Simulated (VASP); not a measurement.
Write the native input for VASP 6.6.1 that does the following.

| Property | Result |
| --- | --- |
| Task | single point |
| Functional | PBE |
| Potentials or basis | VASP PAW PBE potentials, release 64 (Zn, Sn_d, P) |
| Cutoff | 500 eV |
| k mesh | 6 × 6 × 6 |
| Occupations | gaussian, width 0.01 eV |
| Spin | no spin polarisation |
| Dipole correction | no |
| Further INCAR settings | ALGO = Normal; EDIFF = 1e-06; NBANDS = 46 |

The structure of ZnSnP2 lies in POSCAR:

```
ZnSnP2
1.0
   -2.9070437266      2.9070437266      5.8289814983
    2.9070437266     -2.9070437266      5.8289814983
    2.9070437266      2.9070437266     -5.8289814983
Zn Sn P
2 2 4
Direct
    0.7500000000      0.2500000000      0.5000000000
    0.0000000000      0.0000000000      0.0000000000
    0.2500000000      0.7500000000      0.5000000000
    0.5000000000      0.5000000000      0.0000000000
    0.3750000000      0.3527945278      0.4777945278
    0.6472054722      0.1250000000      0.0222054722
    0.1027945278      0.6250000000      0.9777945278
    0.8750000000      0.8972054722      0.5222054722
```

One way to write it, as run:

INCAR

```
PREC     = Accurate       # precision mode
ENCUT    = 500            # plane-wave cutoff, eV
EDIFF    = 1E-6           # SCF threshold, eV
ISMEAR   = 0              # smearing method
SIGMA    = 0.01           # smearing width, eV
LREAL    = F              # projectors in reciprocal space
LASPH    = T              # aspherical terms in the spheres
NELM     = 120            # most SCF steps
ALGO     = Normal         # electronic algorithm
ISIF     = 2              # what is computed and relaxed
LWAVE    = F              # write WAVECAR
LCHARG   = F              # write CHGCAR
GGA      = PE             # functional
NBANDS   = 46             # bands
GGA_COMPAT= F
```

KPOINTS

```
Automatic mesh
0
Gamma
  6 6 6
```

Potentials or basis: VASP PAW PBE potentials, release 64 (Zn, Sn_d, P).

Command:

```sh
$ cat potpaw_PBE.64/Zn/POTCAR potpaw_PBE.64/Sn_d/POTCAR potpaw_PBE.64/P/POTCAR > POTCAR
$ mpirun -np 1 vasp_std > vasp.out
```

Results of the run:

```json
{
  "Pressure": "-3.4 GPa",
  "Largest force": "0.128 eV/Å",
  "Band gap on the k mesh": "0.39 eV"
}
```

Caveat: the cell stands under tension; semilocal functionals underestimate gaps, and a narrow one can read as zero; spin-orbit coupling is left out, which moves the levels of the heavy elements.

Run time: 9.3 min on 1 thread of Oxide Virtual Turin-like Processor (shared host), peak memory 0.49 GiB.
